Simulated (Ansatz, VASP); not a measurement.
**Be3ReH: VASP beside Ansatz**

The input INCAR:

```
  PREC = Accurate
  ENCUT = 600
  EDIFF = 1E-6
  ISMEAR = 0
  SIGMA = 0.1
  LREAL = F
  LASPH = T
  NELM = 120
  ALGO = Normal
  ISIF = 2
  LWAVE = F
  LCHARG = F
  GGA = PE
  NBANDS = 33
  GGA_COMPAT = F
```

File KPOINTS:

```
Automatic mesh
0
Gamma
  8 6 2
```

The input POSCAR:

```
Be3ReH
1.0
    2.4809040277      0.0000000000      0.0000000000
    0.0000000000      3.1340329622      0.0000000000
    0.0000000000      0.0000000000     11.6697136563
Be Re H
6 2 2
Direct
    0.5000000000      0.5000000000      0.5000000000
    0.5000000000      0.0000000000      0.0000000000
    0.0000000000      0.0000000000      0.5973854003
    0.0000000000      0.5000000000      0.0922555801
    0.0000000000      0.0000000000      0.4026145997
    0.0000000000      0.5000000000      0.9077444199
    0.5000000000      0.5000000000      0.7246317571
    0.5000000000      0.5000000000      0.2753682429
    0.5000000000      0.0000000000      0.8033132048
    0.5000000000      0.0000000000      0.1966867952
```

Input for Ansatz:

```yaml
crystal:
  lattice:
    - [2.4809040277, 0.0, 0.0]
    - [0.0, 3.1340329622, 0.0]
    - [0.0, 0.0, 11.6697136563]
  atoms:
    - { symbol: Be, position: [0.5, 0.5, 0.5] }
    - { symbol: Be, position: [0.5, 0.0, 0.0] }
    - { symbol: Be, position: [0.0, 0.0, 0.5973854003] }
    - { symbol: Be, position: [0.0, 0.5, 0.0922555801] }
    - { symbol: Be, position: [0.0, 0.0, 0.4026145997] }
    - { symbol: Be, position: [0.0, 0.5, 0.9077444199] }
    - { symbol: Re, position: [0.5, 0.5, 0.7246317571] }
    - { symbol: Re, position: [0.5, 0.5, 0.2753682429] }
    - { symbol: H, position: [0.5, 0.0, 0.8033132048] }
    - { symbol: H, position: [0.5, 0.0, 0.1966867952] }
basis:
  ecutwfc: 420
kpoints:
  mp_grid: { grid: [8, 6, 2] }
hamiltonian:
  xc: pbe
scf:
  occupations: { method: gaussian, width: 0.1 }
  lower_state_search: "off"
output:
  forces: true
  stress: true
  eigenvalues: true
```

Change from the starting cell: the structure that the rattled cell fell into.

Alike in both runs: task single point; functional PBE; k mesh 8 × 6 × 2; occupations gaussian, width 0.1 eV; no spin polarisation.

```csv
,VASP,Ansatz
version,VASP 6.6.1,Ansatz 0.2.0
potentials or method,"VASP PAW PBE potentials, release 64 (Be, Re_sv_GW, H), cutoff 600 eV","scalar-relativistic, plane waves, PAW"
valence electrons in the cell,44,44
```

```csv
,VASP,Ansatz,Ansatz less VASP
gap on the k mesh at the Fermi level (eV),none,none,-
pressure (GPa),-0.2,0.0,+0.21
"traceless stress, the component that is largest in VASP (GPa)",-0.16,-0.15,+0.006
rms of the force components (eV/Å),0.018,0.018,+0.0002
```

Atom by atom the forces differ by 0.002 eV/Å (rms over components). A gap of «none» marks a metal or a gap that the smearing closes. With one functional, cell and mesh, what is left measures potentials, basis and numerics.

Spin-orbit coupling is off throughout.
